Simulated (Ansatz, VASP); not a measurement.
MgO2: VASP beside Ansatz

Contents of INCAR:

```
SYSTEM = MgO2
PREC = Accurate
ENCUT = 750
EDIFF = 1E-6
ISMEAR = 0
SIGMA = 0.01
LREAL = .False.
LASPH = .True.
NELM = 120
ALGO = Normal
ISIF = 2
LWAVE = .False.
LCHARG = .False.
GGA = PS
NBANDS = 18
GGA_COMPAT = .False.
```

File KPOINTS:

```
Automatic mesh
0
Gamma
  6 6 6
  0 0 0
```

POSCAR

```
MgO2
1.0
    1.5784791300      0.9113353506      3.4618981106
   -1.5784791300      0.9113353506      3.4618981106
    0.0000000000     -1.8226707012      3.4618981106
Mg O
1 2
Direct
    0.0000000000      0.0000000000      0.0000000000
    0.4291159763      0.4291159763      0.4291159763
    0.5708840237      0.5708840237      0.5708840237
```

Input for Ansatz:

```yaml
crystal:
  lattice:
    - [1.57847913, 0.9113353506, 3.4618981106]
    - [-1.57847913, 0.9113353506, 3.4618981106]
    - [0.0, -1.8226707012, 3.4618981106]
  atoms:
    - { symbol: Mg, position: [0.0, 0.0, 0.0] }
    - { symbol: O, position: [0.4291159763, 0.4291159763, 0.4291159763] }
    - { symbol: O, position: [0.5708840237, 0.5708840237, 0.5708840237] }
kpoints:
  mp_grid: { grid: [6, 6, 6] }
hamiltonian:
  xc: pbesol
scf:
  occupations: { method: fixed }
  n_extra_bands: 4
output:
  forces: true
  stress: true
  eigenvalues: true
  write_density: true
  write_potential: true
  elf: true
  volumetric_format: npy
```

Alike in both runs: task single point; functional PBEsol; k mesh 6 × 6 × 6; no spin polarisation.

```csv
,VASP,Ansatz
version,VASP 6.6.1,Ansatz 0.2.0
potentials or method,"VASP PAW PBE potentials, release 64 (Mg_sv, O)","plane waves, PAW"
plane-wave cutoff (eV),750,420
occupations,"gaussian, width 0.01 eV",fixed
valence electrons in the cell,22,22
```

VASP gave:

| Property | Result |
| --- | --- |
| gap on the k mesh at the Fermi level (eV) | 2.41 |
| pressure (GPa) | 0.4 |
| traceless stress, the component that is largest in VASP (GPa) | -0.27 |
| rms of the force components (eV/Å) | 0.015 |

Problem. Estimate Ansatz's values.

Solution. gap on the k mesh at the Fermi level (eV): 2.43; pressure (GPa): 0.5; traceless stress, the component that is largest in VASP (GPa): -1.11; rms of the force components (eV/Å): 0.047.

VASP's potentials were made for PBE, not for PBEsol. Atom by atom the forces differ by 0.061 eV/Å (rms over components).
